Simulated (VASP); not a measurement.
**Au: single point with r2SCAN**

The system is Au.

```
Au
1.0
     2.90000    0.00000    0.00000
    -1.45000    2.46124    0.00000
     0.00000    0.00000    4.88000
Au
2
Direct
  0.33333 0.66667 0.75000
  0.66667 0.33333 0.25000
```

This cell differs from its parent crystal: strain -0.0200 x Voigt [0, 1, 0, 0, 0, 0].

```
Program                : VASP 6.6.1
Task                   : single point
Functional             : r2SCAN
Potentials or basis    : VASP PAW PBE potentials, release 64 (Au)
Cutoff                 : 520 eV
k mesh                 : 18 × 18 × 10
Occupations            : gaussian, width 0.15 eV
Spin                   : no spin polarisation
Dipole correction      : no
Further INCAR settings : ALGO = Normal; EDIFF = 1e-06; NBANDS = 18
```

```yaml
Pressure: 1.9 GPa
Largest_force: 0.010 eV/Å
Band_gap_on_the_k_mesh: zero (band 11 reaches 13.34 eV, above the bottom of band 12 at 6.16 eV)
```

Forces in eV/Å, atoms in the order of the input:
```
Au   0.000 -0.010  0.000
Au   0.000  0.010  0.000
```

Stress tensor (GPa, compression positive):
```
2.03 0.00 0.00
0.00 2.29 0.00
0.00 0.00 1.47
```

Levels at points of the mesh, in eV from the Fermi level:
| k point | band 7 | band 8 | band 9 | band 10 | band 11 | band 12 | band 13 | band 14 | band 15 | band 16 |
| --- | --- | --- | --- | --- | --- | --- | --- | --- | --- | --- |
| (0.00, 0.00, 0.00) | -4.33 | -3.71 | -3.67 | -2.42 | -2.37 | -0.97 | 2.48 | 15.50 | 16.28 | 17.59 |
| (0.50, 0.00, 0.00) | -3.73 | -2.18 | -2.04 | -1.87 | 0.41 | 1.59 | 5.85 | 7.40 | 7.44 | 11.15 |
| (0.00, 0.50, 0.00) | -3.69 | -2.23 | -1.98 | -1.81 | 0.55 | 1.79 | 6.05 | 7.61 | 7.64 | 10.58 |
| (0.00, 0.00, 0.50) | -4.64 | -4.64 | -2.87 | -2.87 | -2.82 | -2.82 | 10.70 | 10.70 | 15.76 | 15.76 |
| (0.50, 0.00, 0.50) | -2.58 | -2.58 | -1.94 | -1.94 | 0.59 | 0.59 | 3.96 | 3.96 | 13.55 | 13.55 |
| (0.00, 0.50, 0.50) | -2.56 | -2.56 | -1.88 | -1.88 | 0.75 | 0.75 | 4.24 | 4.24 | 13.74 | 13.74 |

Run time: 4.9 min on 1 thread of Intel(R) Xeon(R) 6975P-C (Granite Rapids), on a shared host, peak memory 0.38 GiB.

Caveat: the cell differs from its parent crystal (strain -0.0200 x Voigt [0, 1, 0, 0, 0, 0]); the PAW data sets were made with another functional, which shifts forces and pressure a little; spin-orbit coupling is left out, which moves the levels of the heavy elements.
